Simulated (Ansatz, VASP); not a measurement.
One calculation of ZnCu, two programs

```
CELL_PARAMETERS angstrom
2.99252 0.00000 0.00000
0.00000 2.99252 0.00000
0.00000 0.00000 2.99252
ATOMIC_POSITIONS crystal
Zn 0.50000 0.50000 0.50000
Cu 0.00000 0.00000 0.00000
```

Alike in both runs: task single point; functional PBE; k mesh 14 × 14 × 14; occupations gaussian, width 0.1 eV; no spin polarisation.

|  | VASP | Ansatz |
| --- | --- | --- |
| version | VASP 6.6.1 | Ansatz 0.2.0 |
| potentials or method | VASP PAW PBE potentials, release 64 (Zn, Cu), cutoff 520 eV | scalar-relativistic, plane waves, PAW |
| valence electrons in the cell | 23 | 31 |

VASP gave:

| Quantity | Value |
| --- | --- |
| gap on the k mesh at the Fermi level (eV) | none |
| pressure (GPa) | -2.2 |

Problem. Estimate Ansatz's values.

Solution. gap on the k mesh at the Fermi level (eV): none; pressure (GPa): -3.1.

A gap of «none» marks a metal or a gap that the smearing closes. With one functional, cell and mesh, what is left measures potentials, basis and numerics. VASP's potentials hold 23 valence electrons a cell and Ansatz's 31, so a difference there can come from the potentials and not from the codes.
